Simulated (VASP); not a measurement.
# Te6IBr (R-3) in VASP: single point with PBE

Aim: the single point of Te6IBr with PBE.

Everything below comes from runs of VASP 6.6.1. Logs are shortened: lines on timing, memory, paths and dates and some standing lists are left out, and cuts for length are marked.

## (1) The cell of the first run

The structure is trigonal, space group R-3 (No. 148). Conventional cell: a = 9.830 Å, b = 9.830 Å, c = 10.035 Å, α = 90.00°, β = 90.00°, γ = 120.00°. Within 3.1 Å of Te (site symmetry 1) lie 1 Br at 2.34 Å. Within 5.1 Å of I (site symmetry -3) lie 12 Te at 3.90 to 4.11 Å and 2 Br at 5.02 Å. Within 3.1 Å of Br (site symmetry -3) lie 6 Te at 2.34 Å.

## (2) Single point, PBE

INCAR

```
SYSTEM = Te6IBr
PREC = Accurate
ENCUT = 520
EDIFF = 1E-7
ISMEAR = 1
SIGMA = 0.0842
LREAL = .False.
LASPH = .True.
NELM = 80
ALGO = Normal
ISIF = 2
LWAVE = .False.
LCHARG = .False.
GGA = PE
NBANDS = 35
```

KPOINTS

```
Automatic mesh
0
Gamma
  4 4 4
  0 0 0
```

POSCAR

```
Te6IBr
1.0
    6.5875800000      0.0000000000      0.0000000000
   -0.7458450000      6.5452210000      0.0000000000
   -0.7458450000     -0.8356660000      6.4916590000
Te I Br
6 1 1
Direct
    0.0778000000      0.8089000000      0.7042000000
    0.7042000000      0.0778000000      0.8089000000
    0.8089000000      0.7042000000      0.0778000000
    0.9222000000      0.1911000000      0.2958000000
    0.2958000000      0.9222000000      0.1911000000
    0.1911000000      0.2958000000      0.9222000000
    0.5000000000      0.5000000000      0.5000000000
    0.0000000000      0.0000000000      0.0000000000
```

Potentials or basis: VASP PAW PBE potentials, release 64 (Te, I, Br).

Started as:

```
$ cat potpaw_PBE.64/Te/POTCAR potpaw_PBE.64/I/POTCAR potpaw_PBE.64/Br/POTCAR > POTCAR
$ mpirun -np 1 vasp_std > vasp.out
```

OUTCAR:

```text
SYSTEM = Te6IBr
   PREC = Accurate
   ENCUT = 520
   EDIFF = 1E-7
   ISMEAR = 1
   LREAL = .False.
   LASPH = .True.
   NELM = 80
   ISIF = 2
   GGA = PE

 ion  position               nearest neighbor table
   1  0.078  0.809  0.704-   8 2.34   2 3.28   3 3.28   6 3.33   5 3.33
   2  0.704  0.078  0.809-   8 2.34   1 3.28   3 3.28   6 3.33   4 3.33
   3  0.809  0.704  0.078-   8 2.34   2 3.28   1 3.28   4 3.33   5 3.33
   4  0.922  0.191  0.296-   8 2.34   5 3.28   6 3.28   3 3.33   2 3.33
   5  0.296  0.922  0.191-   8 2.34   4 3.28   6 3.28   3 3.33   1 3.33
   6  0.191  0.296  0.922-   8 2.34   5 3.28   4 3.28   1 3.33   2 3.33
   7  0.500  0.500  0.500-
   8  0.000  0.000  0.000-   3 2.34   6 2.34   4 2.34   1 2.34   5 2.34   2 2.34

  LATTYP: Found a trigonal (rhomboedric) cell.
 ALAT       =     6.5875836996
 COS(alpha) =    -0.1132198138

  Lattice vectors:

 A1 = (   6.5875800000,   0.0000000000,   0.0000000000)
 A2 = (  -0.7458450000,   6.5452210000,   0.0000000000)
 A3 = (  -0.7458450000,  -0.8356660000,   6.4916590000)

Analysis of symmetry for initial positions (statically):
=====================================================================
 Subroutine PRICEL returns:
 Original cell was already a primitive cell.

 Routine SETGRP: Setting up the symmetry group for a
 trigonal (rhombohedral) supercell.

 Subroutine GETGRP returns: Found  6 space group operations
 (whereof  6 operations were pure point group operations)
 out of a pool of 12 trial point group operations.

The static configuration has the point symmetry S_6 .

Analysis of symmetry for dynamics (positions and initial velocities):
=====================================================================
 Subroutine PRICEL returns:
 Original cell was already a primitive cell.

 Routine SETGRP: Setting up the symmetry group for a
 trigonal (rhombohedral) supercell.

 Subroutine GETGRP returns: Found  6 space group operations
 (whereof  6 operations were pure point group operations)
 out of a pool of 12 trial point group operations.

The dynamic configuration has the point symmetry S_6 .

 Subroutine INISYM returns: Found  6 space group operations
 (whereof  6 operations are pure point group operations),
 and found     1 'primitive' translations

----------------------------------------------------------------------------------------

                                     Primitive cell

  volume of cell :     279.9019

  direct lattice vectors                    reciprocal lattice vectors
     6.587580000  0.000000000  0.000000000     0.151800813  0.017298098  0.019667593
    -0.745845000  6.545221000  0.000000000     0.000000000  0.152783229  0.019667661
    -0.745845000 -0.835666000  6.491659000     0.000000000  0.000000000  0.154043828

  length of vectors
     6.587580000  6.587579427  6.587583700     0.154043907  0.154043929  0.154043828

  position of ions in fractional coordinates (direct lattice)
     0.077800000  0.808900000  0.704200000
     0.704200000  0.077800000  0.808900000
     0.808900000  0.704200000  0.077800000
     0.922200000  0.191100000  0.295800000
     0.295800000  0.922200000  0.191100000
     0.191100000  0.295800000  0.922200000
     0.500000000  0.500000000  0.500000000
     0.000000000  0.000000000  0.000000000

  ion indices of the primitive-cell ions
   primitive index   ion index
                 1           1
                 2           2
                 3           3
                 4           4
                 5           5
                 6           6
                 7           7
                 8           8

----------------------------------------------------------------------------------------

 KPOINTS: Automatic mesh

Automatic generation of k-mesh.
 Grid dimensions read from file:
 generate k-points for:    4    4    4

 Generating k-lattice:

  Cartesian coordinates                     Fractional coordinates (reciprocal lattice)
     0.037950203  0.004324525  0.004916898     0.250000000  0.000000000  0.000000000
     0.000000000  0.038195807  0.004916915     0.000000000  0.250000000  0.000000000
     0.000000000  0.000000000  0.038510957     0.000000000  0.000000000  0.250000000

  Length of vectors
     0.038510977  0.038510982  0.038510957

  Shift w.r.t. Gamma in fractional coordinates (k-lattice)
     0.000000000  0.000000000  0.000000000

 Subroutine IBZKPT returns following result:
 ===========================================

 Found     14 irreducible k-points:

 Following reciprocal coordinates:
            Coordinates               Weight
  0.000000  0.000000  0.000000      1.000000
  0.250000  0.000000  0.000000      6.000000
  0.500000  0.000000  0.000000      3.000000
  0.250000  0.250000  0.000000      6.000000
  0.500000  0.250000  0.000000      6.000000
  0.500000  0.000000 -0.250000      6.000000
 -0.250000  0.250000 -0.000000      6.000000
  0.500000  0.500000  0.000000      3.000000
  0.250000  0.250000  0.250000      2.000000
  0.500000  0.250000  0.250000      6.000000
 -0.250000  0.250000  0.250000      6.000000
  0.500000  0.500000  0.250000      6.000000
 -0.250000  0.500000  0.250000      6.000000
  0.500000  0.500000  0.500000      1.000000
   k-points           NKPTS =     14   k-points in BZ     NKDIM =     14   number of bands    NBANDS=     35
   number of dos      NEDOS =    301   number of ions     NIONS =      8
   total plane-waves  NPLWV = 125000
   dimension x,y,z NGX =    50 NGY =   50 NGZ =   50
   dimension x,y,z NGXF=   100 NGYF=  100 NGZF=  100
   ions per type =               6   1   1
   NGX,Y,Z   is equivalent  to a cutoff of  12.62, 12.62, 12.62 a.u.
   NGXF,Y,Z  is equivalent  to a cutoff of  25.24, 25.24, 25.24 a.u.
 SYSTEM =  Te6IBr
   PREC   = accura    normal or accurate (medium, high low for compatibility)
   ISTART =      0    job   : 0-new  1-cont  2-samecut
   ICHARG =      2    charge: 1-file 2-atom 10-const
   ISPIN  =      1    spin polarized calculation?
   LNONCOLLINEAR =      F non collinear calculations
   LSORBIT =      F    spin-orbit coupling
   LASPH  =      T    aspherical Exc in radial PAW
   ENCUT  =  520.0 eV  38.22 Ry    6.18 a.u.  12.25 12.25 12.25*2*pi/ulx,y,z
   NELM   =     80;   NELMIN=  2; NELMDL= -5     # of ELM steps
   EDIFF  = 0.1E-06   stopping-criterion for ELM
   LREAL  =      F    real-space projection
   EDIFFG = 0.1E-05   stopping-criterion for IOM
   NSW    =      0    number of steps for IOM
   IBRION =     -1    ionic relax: 0-MD 1-quasi-New 2-CG
   NFREE  =      0    steps in history (QN), initial steepest desc. (CG)
   ISIF   =      2    stress and relaxation
   ISYM   =      2    0-nonsym 1-usesym 2-fastsym
   POTIM  = 0.5000    time-step for ionic-motion
   TEBEG  =    0.0;   TEEND  =   0.0 temperature during run
   PSTRESS=    0.0 pullay stress
   NELECT =      50.0000    total number of electrons
   NUPDOWN=      -1.0000    fix difference up-down
   EMIN   =  10.00;   EMAX   =-10.00  energy-range for DOS
   EFERMI =   0.00;   METHOD = LEGACY
   ISMEAR =     1;   SIGMA  =   0.08  broadening in eV -4-tet -1-fermi 0-gaus
   EFERMI_NEDOS =   21; number of points for ismear=-14 and -15
   IALGO  =     38    algorithm
   IMIX   =      4    mixing-type and parameters
     AMIX     =   0.40;   BMIX     =  1.00
     AMIX_MAG =   1.60;   BMIX_MAG =  1.00
  volume/ion in A,a.u.               =      34.99       236.11
  Fermi-wavevector in a.u.,A,eV,Ry     =   0.921997  1.742322 11.566021  0.850079
  Thomas-Fermi vector in A             =   2.047475
   LORBIT       =      0    0 simple, 1 ext, 2 COOP (PROOUT), +10 PAW based schemes
   GGA     = PE    functional components
   LHFCALC =     F    Hartree Fock is set to
   AEXX    =    0.0000 exact exchange contribution
   IVDW    =     0    specifies the selected vdW correction
   LEPSILON=     F    determine dielectric tensor
   LRPA    =     F    only Hartree local field effects (RPA)
 non-spin polarized calculation
 Methfessel and Paxton  Order N= 1 SIGMA  =   0.08
  energy-cutoff  :      520.00
  volume of cell :      279.90
 maximum number of plane-waves:      7549
 NGX is ok and might be reduce to    50
   NGX = 25   NGY = 25   NGZ = 25

 number of electron      50.0000002 magnetization

 Free energy of the ion-electron system (eV)
  ---------------------------------------------------
  ext. energy  EPLUGINS =         0.00000000
  ---------------------------------------------------
  free energy    TOTEN  =        -8.95282000 eV

  energy without entropy =       -8.95493798  energy(sigma->0) =       -8.95352599

 E-fermi :   4.4142     XC(G=0):  -8.7035

 val. band max:        4.3860390353   @ k =   0.5000   0.5000   0.2500
 cond. band min:       4.4401757094   @ k =   0.0000   0.0000   0.0000
 fundamental gap:      0.0541366740
 Fermi energy:         4.4142082940

 k-point     1 :       0.0000    0.0000    0.0000
  band No.  band energies     occupation
      1     -16.6406      2.00000
      2      -8.4296      2.00000
      3      -8.2961      2.00000
      4      -8.2961      2.00000
      5      -7.0710      2.00000
      6      -5.8054      2.00000
[... 27 lines left out ...]
     34       9.4154      0.00000
     35      10.4429      0.00000

 k-point     2 :       0.2500    0.0000    0.0000
  band No.  band energies     occupation
      1     -16.6389      2.00000
      2      -8.4836      2.00000
      3      -8.3395      2.00000
      4      -8.2792      2.00000
      5      -6.9975      2.00000
      6      -5.8053      2.00000
[... 27 lines left out ...]
     34       9.7650      0.00000
     35      10.2716      0.00000

 k-point     3 :       0.5000    0.0000    0.0000
  band No.  band energies     occupation
      1     -16.6373      2.00000
      2      -8.5557      2.00000
      3      -8.3523      2.00000
      4      -8.2617      2.00000
      5      -6.9347      2.00000
      6      -5.8599      2.00000
[... 27 lines left out ...]
     34       9.9665      0.00000
     35      10.0062      0.00000

 k-point     4 :       0.2500    0.2500    0.0000
  band No.  band energies     occupation
      1     -16.6373      2.00000
      2      -8.5099      2.00000
      3      -8.3741      2.00000
      4      -8.2908      2.00000
      5      -6.9640      2.00000
      6      -5.7349      2.00000
[... 27 lines left out ...]
     34       9.9095      0.00000
     35      10.2526      0.00000

 k-point     5 :       0.5000    0.2500    0.0000
  band No.  band energies     occupation
      1     -16.6357      2.00000
      2      -8.5422      2.00000
      3      -8.4033      2.00000
      4      -8.2726      2.00000
      5      -6.9635      2.00000
      6      -5.7472      2.00000
[... 258 lines left out ...]
 k-point    12 :       0.5000    0.5000    0.2500
  band No.  band energies     occupation
      1     -16.6325      2.00000
      2      -8.5459      2.00000
      3      -8.4193      2.00000
      4      -8.3346      2.00000
      5      -6.9757      2.00000
      6      -5.8038      2.00000
[... 27 lines left out ...]
     34       9.4372      0.00000
     35       9.9685      0.00000

 k-point    13 :      -0.2500    0.5000    0.2500
  band No.  band energies     occupation
      1     -16.6341      2.00000
      2      -8.5371      2.00000
      3      -8.3880      2.00000
      4      -8.3324      2.00000
      5      -6.9731      2.00000
      6      -5.7550      2.00000
[... 27 lines left out ...]
     34       9.5678      0.00000
     35      10.2503      0.00000

 k-point    14 :       0.5000    0.5000    0.5000
  band No.  band energies     occupation
      1     -16.6309      2.00000
      2      -8.5538      2.00000
      3      -8.3902      2.00000
      4      -8.3902      2.00000
      5      -6.9568      2.00000
      6      -5.8343      2.00000
[... 27 lines left out ...]
     34       9.6900      0.00000
     35       9.7973      0.00000

------------------------ aborting loop because EDIFF is reached ----------------------------------------

  FORCE on cell =-STRESS in cart. coord.  units (eV):
  Direction    XX          YY          ZZ          XY          YZ          ZX
  --------------------------------------------------------------------------------------
  -------------------------------------------------------------------------------------
  Total       24.2828437     24.5141390     24.8470322      1.0148988      1.2928690      1.1539213
  in kB      138.9966106    140.3205603    142.2260630      5.8093482      7.4004678      6.6051223
  external PRESSURE =     140.5144113 kB  Pullay stress =       0.0000000 kB

 VOLUME and BASIS-vectors are now :
 -----------------------------------------------------------------------------
  energy-cutoff  :      520.00
  volume of cell :      279.90
      direct lattice vectors                 reciprocal lattice vectors
     6.587580000  0.000000000  0.000000000     0.151800813  0.017298098  0.019667593
    -0.745845000  6.545221000  0.000000000     0.000000000  0.152783229  0.019667661
    -0.745845000 -0.835666000  6.491659000     0.000000000  0.000000000  0.154043828

 POSITION                                       TOTAL-FORCE (eV/Angst)
 -----------------------------------------------------------------------------------
     -0.61602      4.70595      4.57143         2.216070     -2.444501     -4.636987
      3.97763     -0.16675      5.25110        -4.510271      1.716455     -3.016528
      4.74544      4.54413      0.50505        -2.679688     -4.844818      1.317272
      5.71191      1.00360      1.92023        -2.216070      2.444501      4.636987
      1.11826      5.87631      1.24056         4.510271     -1.716455      3.016528
      0.35045      1.16543      5.98661         2.679688      4.844818     -1.317272
      2.54794      2.85478      3.24583         0.000000     -0.000000      0.000000
      0.00000      0.00000      0.00000        -0.000000     -0.000000      0.000000
 -----------------------------------------------------------------------------------
    total drift:                               -0.000000      0.000000      0.000000

  FREE ENERGIE OF THE ION-ELECTRON SYSTEM (eV)
  ---------------------------------------------------
  free  energy   TOTEN  =        -8.9528199951 eV

  energy  without entropy=       -8.9549379761  energy(sigma->0) =       -8.95352599
```

Run time: 2.5 min. Hardware: 1 thread of Intel Xeon Platinum 8259CL at 2.50GHz (Skylake/Cascade Lake), shared host; peak memory 0.41 GiB.

Results:

```yaml
Free_energy: -8.9528 eV
Pressure: 14.1 GPa
Largest_force: 5.691 eV/Å
Band_gap_on_the_k_mesh: zero (bands 25 and 26 overlap by 0.37 eV)
```

Forces on the atoms (eV/Å):
```
Te   2.216 -2.445 -4.637
Te  -4.510  1.716 -3.017
Te  -2.680 -4.845  1.317
Te  -2.216  2.445  4.637
Te   4.510 -1.716  3.017
Te   2.680  4.845 -1.317
I    0.000  0.000  0.000
Br   0.000  0.000  0.000
```

Levels at points of the mesh, in eV from the Fermi level:
| k point | band 22 | band 23 | band 24 | band 25 | band 26 | band 27 | band 28 | band 29 |
| --- | --- | --- | --- | --- | --- | --- | --- | --- |
| (0.00, 0.00, 0.00) | -0.45 | -0.45 | 0.03 | 0.08 | 0.08 | 0.29 | 0.29 | 1.17 |
| (0.50, 0.00, 0.00) | -0.61 | -0.54 | -0.49 | 0.08 | 0.26 | 0.78 | 1.00 | 1.30 |
| (0.50, 0.50, 0.00) | -0.48 | -0.36 | -0.26 | -0.12 | 0.21 | 0.53 | 0.93 | 1.37 |
| (0.50, 0.50, 0.50) | -0.44 | -0.44 | -0.30 | -0.30 | -0.29 | 0.48 | 1.33 | 1.33 |

Caveat: the cell stands under pressure; spin-orbit coupling is left out, which moves the levels of the heavy elements; forces of over 1 eV/Å act on the atoms, so gaps and moduli don't describe the material at rest.

The gap in the log of VASP goes by the Fermi energy; the results here count the filled bands.